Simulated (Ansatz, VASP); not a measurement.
# One calculation of MgO, two programs

```
Mg O
1.0
     2.08062   -2.08062    0.00000
     2.08062    0.00000   -2.08062
     8.58255    8.32247    8.06240
Mg O
6 6
Cartesian
  5.2015 1.0403 3.1209
  3.1209 1.0403 1.0403
  7.2822 3.1209 3.1209
  11.4434 5.2015 5.2015
  7.2822 5.2015 5.2015
  3.1209 -1.0403 -1.0403
  5.2015 1.0403 1.0403
  1.0403 1.0403 1.0403
  5.2015 3.1209 3.1209
  9.3628 5.2015 5.2015
  9.3628 3.1209 3.1209
  9.3628 7.2822 7.2822
```

Alike in both runs: task single point; functional LDA; k mesh 9 × 9 × 2; occupations gaussian, width 0.05 eV; no spin polarisation.

|  | VASP | Ansatz |
| --- | --- | --- |
| version | VASP 6.6.1 | Ansatz 0.2.0 |
| potentials or method | VASP PAW LDA potentials, release 64 (Mg_sv, O), cutoff 750 eV | scalar-relativistic, plane waves, PAW |
| valence electrons in the cell | 96 | 96 |

|  | VASP | Ansatz | Ansatz less VASP |
| --- | --- | --- | --- |
| gap on the k mesh at the Fermi level (eV) | 4.92 | 4.91 | -0.009 |
| least direct gap on the mesh (eV) | 4.92 | 4.91 | -0.009 |
| pressure (GPa) | 1.1 | 1.3 | +0.12 |
| traceless stress, the component that is largest in VASP (GPa) | 3.42 | 3.31 | -0.120 |
| rms of the force components (eV/Å) | 0.455 | 0.441 | -0.0137 |

Ansatz warns that its potentials were made for another functional, while VASP's fit it. LDA's correlation is that of Perdew and Zunger in VASP and of Perdew and Wang (1992) in Ansatz. Atom by atom the forces differ by 0.014 eV/Å (rms over components).
